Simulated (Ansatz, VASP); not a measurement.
Zr2Cl in VASP and in Ansatz

```
Zr Cl
1.0
     0.00000    4.16630    4.16630
     4.16630    0.00000    4.16630
     4.16630    4.16630    0.00000
Zr Cl
4 2
Direct
  0.12500 0.12500 0.12500
  0.12500 0.12500 0.62500
  0.12500 0.62500 0.12500
  0.62500 0.12500 0.12500
  0.00000 0.00000 0.00000
  0.25000 0.25000 0.25000
```

Alike in both runs: task relaxation of cell and atoms; functional PBE; k mesh 4 × 4 × 4; occupations gaussian, width 0.1 eV; no spin polarisation.

|  | VASP | Ansatz |
| --- | --- | --- |
| version | VASP 6.6.1 | Ansatz 0.2.0 |
| potentials or method | VASP PAW PBE potentials, release 64 (Zr_sv, Cl), cutoff 600 eV | scalar-relativistic, plane waves, PAW |
| valence electrons in the cell | 62 | 62 |

|  | VASP | Ansatz | Ansatz less VASP |
| --- | --- | --- | --- |
| gap on the k mesh at the Fermi level, each at its own relaxed structure (eV) | none | none | - |
| relaxed volume (Å³/atom) | 54.05 | 54.15 | +0.102 |
| relaxed length of the cell vector where the two differ most in proportion (Å) | 7.712 | 7.716 | +0.0048 |

A gap of «none» marks a metal or a gap that the smearing closes.

Noted on VASP's run: the volume moved by over 15 % at a fixed basis, so the end points are rough.
